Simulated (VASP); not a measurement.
SrO, 2 atoms in the cell. The structure is trigonal, space group R3m (No. 160). Conventional cell: a = 3.634 Å, b = 3.634 Å, c = 8.902 Å, α = 90.00°, β = 90.00°, γ = 120.00°. Within 3.2 Å of Sr (site symmetry 3m) lie 6 O at 2.43 to 2.72 Å. Within 3.2 Å of O (site symmetry 3m) lie 6 Sr at 2.43 to 2.72 Å.  This cell differs from its parent crystal: all Sr atoms moved -0.250 Å, as atom 1 along Cartesian [1 1 1].

| Quantity | Value |
| --- | --- |
| Program | VASP 6.6.1 |
| Task | single point |
| Functional | PBE |
| Potentials or basis | VASP PAW PBE potentials, release 64 (Sr_sv, O) |
| Cutoff | 520 eV |
| k mesh | 8 × 8 × 8 |
| Occupations | gaussian, width 0.05 eV |
| Spin | no spin polarisation |
| Dipole correction | no |
| Further INCAR settings | ALGO = Normal; EDIFF = 1e-07; NBANDS = 15 |

Potentials or basis: VASP PAW PBE potentials, release 64 (Sr_sv, O).

Run with:

```console
$ cat potpaw_PBE.64/Sr_sv/POTCAR potpaw_PBE.64/O/POTCAR > POTCAR
$ mpirun -np 1 vasp_std > vasp.out
```

Hardware: 1 thread of Intel Xeon 6975P-C, on a shared host.

Question: Estimate the wall time of this run.

Answer: Wall time 20 s on 1 thread of Intel Xeon 6975P-C (shared host), peak memory 0.18 GiB. Counts: scf iterations 15, k points 65.
